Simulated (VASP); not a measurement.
Write the native input for VASP 6.6.1 that does the following.

```
Task                   : single point
Functional             : PBE
Potentials or basis    : VASP PAW PBE potentials, release 64 (Lu, Pt)
Cutoff                 : 520 eV
k mesh                 : 6 × 6 × 4
Occupations            : gaussian, width 0.1 eV
Spin                   : no spin polarisation
Dipole correction      : no
Further INCAR settings : ALGO = Fast; EDIFF = 1e-06; NBANDS = 56
```

The structure of Lu3Pt2 lies in POSCAR:

```
Lu3Pt2
1.0
    4.7676943902     -0.0000000031      0.0000000000
   -2.3838471924      4.1289444609      0.0000000000
    0.0000000000      0.0000000000      5.9543571003
Lu Pt
3 2
Direct
    0.0000000000      0.0000000000      0.0000000000
    0.3333333333      0.6666666667      0.6635014515
    0.6666666667      0.3333333333      0.3364985485
    0.3333333333      0.6666666667      0.1778550703
    0.6666666667      0.3333333333      0.8221449297
```

The cell was built from a structure type or drawn by symmetry, and may not be a known phase.

The input as run:

INCAR

```
SYSTEM = Lu3Pt2
PREC = Accurate ; ENCUT = 520
EDIFF = 1E-6 ; ISMEAR = 0
SIGMA = 0.1 ; LREAL = .FALSE.
LASPH = .TRUE. ; NELM = 80
ALGO = Fast ; ISIF = 2
LWAVE = .FALSE. ; LCHARG = .FALSE.
GGA = PE ; NBANDS = 56
```

KPOINTS

```
regular mesh
0
G
  6 6 4
  0 0 0
```

Potentials or basis: VASP PAW PBE potentials, release 64 (Lu, Pt).

Command:

```bash
$ cat potpaw_PBE.64/Lu/POTCAR potpaw_PBE.64/Pt/POTCAR > POTCAR
$ mpirun -np 1 vasp_std > vasp.out
```

Results of the run:

```yaml
Pressure: 0.6 GPa
Largest_force: 0.015 eV/Å
Band_gap_on_the_k_mesh: zero (an odd number of electrons rules out a gap without spin polarisation)
```

Caveat: spin-orbit coupling is left out, which moves the levels of the heavy elements.

It took 21 min on 1 thread of AMD EPYC 7R13, on a shared host, peak memory 0.3 GiB.
